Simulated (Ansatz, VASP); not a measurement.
One calculation of Be3Te4, two programs

```
Be Te
1.0
     6.15051    0.00000    0.00000
    -3.07526    5.32650    0.00000
     0.00000    0.00000    7.72885
Be Te
3 4
Cartesian
  3.0753 0.0000 0.0000
  -1.5376 2.6633 0.0000
  1.5376 2.6633 0.0000
  0.0000 3.5510 5.9713
  3.0753 1.7755 5.9713
  3.0753 1.7755 1.7576
  0.0000 3.5510 1.7576
```

Alike in both runs: functional PBE; k mesh 4 × 4 × 2; occupations gaussian, width 0.2 eV; no spin polarisation.

Ansatz relaxed the structure, and its values are those at the end. VASP's run is a single point on that final structure, the one shown.

|  | VASP | Ansatz |
| --- | --- | --- |
| version | VASP 6.6.1 | Ansatz 0.2.0 |
| potentials or method | VASP PAW PBE potentials, release 64 (Be, Te), cutoff 600 eV | scalar-relativistic, plane waves, PAW |
| valence electrons in the cell | 30 | 70 |

Ansatz gave:

- gap on the k mesh at the Fermi level (eV): none
- pressure (GPa): 0.4
- rms of the force components (eV/Å): 0.012

**Question.** What did VASP give for the same quantities?

**Answer.** gap on the k mesh at the Fermi level (eV): none; pressure (GPa): 0.5; rms of the force components (eV/Å): 0.024.

A gap of «none» marks a metal or a gap that the smearing closes. VASP's potentials hold 30 valence electrons a cell and Ansatz's 70, so a difference there can come from the potentials and not from the codes.

The k mesh is coarse, so the values compare programs but aren't converged. Spin-orbit coupling is off throughout.
